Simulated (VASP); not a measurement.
Write the native input for VASP 6.6.1 that does the following.

```yaml
Task: single point
Functional: PBEsol
Potentials_or_basis: VASP PAW PBE potentials, release 64 (Al)
Cutoff: 520 eV
k_mesh: 8 × 12 × 1
Occupations: methfessel-paxton, width 0.1 eV
Spin: no spin polarisation
Dipole_correction: yes
Further_INCAR_settings: ALGO = Normal; EDIFF = 1e-06; NBANDS = 24
```

The structure of Al lies in POSCAR:

```
Al
1.0
    4.0144529650      0.0000000000      0.0000000000
    0.0000000000      2.8386469140      0.0000000000
    0.0000000000      0.0000000000     27.3545876560
Al
9
Direct
    0.0000000000      0.0000000000      0.2924555142
    0.5000000000      0.5000000000      0.3443416357
    0.0000000000      0.0000000000      0.3962277571
    0.5000000000      0.5000000000      0.4481138786
    0.0000000000      0.0000000000      0.5000000000
    0.5000000000      0.5000000000      0.5518861214
    0.0000000000      0.0000000000      0.6037722429
    0.5000000000      0.5000000000      0.6556583643
    0.0000000000      0.0000000000      0.7075444858
```

These files were run (other wordings do the same):

INCAR

```
SYSTEM = Al
PREC = Accurate ; ENCUT = 520
EDIFF = 1E-6 ; ISMEAR = 1
SIGMA = 0.1 ; LREAL = .False.
LASPH = .True. ; NELM = 60
ALGO = Normal ; ISIF = 2
LWAVE = .False. ; LCHARG = .False.
LDIPOL = .True. ; IDIPOL = 3
DIPOL = 0.5 0.5 0.500 ; GGA = PS
NBANDS = 24
```

KPOINTS

```
Automatic mesh
0
Gamma
  8 12 1
  0 0 0
```

Potentials or basis: VASP PAW PBE potentials, release 64 (Al).

The run is started by

```sh
$ cat potpaw_PBE.64/Al/POTCAR > POTCAR
$ mpirun -np 1 vasp_std > vasp.out
```

It gave:

```
Largest force          : 0.216 eV/Å
Band gap on the k mesh : zero (an odd number of electrons rules out a gap without spin polarisation)
```

Caveat: the PAW data sets were made with another functional, which shifts forces and pressure a little.

Wall time 4.1 min on 1 thread of AMD EPYC 9R45 96-Core Processor (Zen 5), on a shared host, peak memory 0.45 GiB.
